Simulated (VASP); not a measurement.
CsLiIr, 6 atoms in the cell. Symmetry: P4/nmm, No. 129, tetragonal system. Conventional cell: a = 4.206 Å, b = 4.206 Å, c = 7.256 Å, α = 90.00°, β = 90.00°, γ = 90.00°. Within 4.0 Å of Cs (site symmetry 4mm) lie 5 Li at 3.03 to 3.10 Å and 4 Ir at 3.31 Å and 4 Cs at 3.67 Å. Li (site symmetry 4mm) has 4 Ir at 2.69 Å and 5 Cs at 3.03 to 3.10 Å within 3.5 Å. Within 3.5 Å of Ir (site symmetry -4m2) lie 4 Li at 2.69 Å and 4 Ir at 2.97 Å and 4 Cs at 3.31 Å. 

- Program: VASP 6.6.1
- Task: single point
- Functional: PBE
- Potentials or basis: VASP PAW PBE potentials, release 64 (Cs_sv, Li_sv, Ir)
- Cutoff: 750 eV
- k mesh: 4 × 4 × 4
- Occupations: gaussian, width 0.1 eV
- Spin: no spin polarisation
- Dipole correction: no
- Further INCAR settings: ALGO = Normal; EDIFF = 1e-06; NBANDS = 30

Potentials or basis: VASP PAW PBE potentials, release 64 (Cs_sv, Li_sv, Ir).

Run with:

```console
$ cat potpaw_PBE.64/Cs_sv/POTCAR potpaw_PBE.64/Li_sv/POTCAR potpaw_PBE.64/Ir/POTCAR > POTCAR
$ mpirun -np 1 vasp_std > vasp.out
```

Hardware: 1 thread of AMD EPYC 9R45 96-Core Processor (Zen 5) (shared host).

How long does it take, and how much memory?

It took 55 s on 1 thread of AMD EPYC 9R45 96-Core Processor (Zen 5), on a shared host, peak memory 0.37 GiB. Counts: scf iterations 14, k points 18.
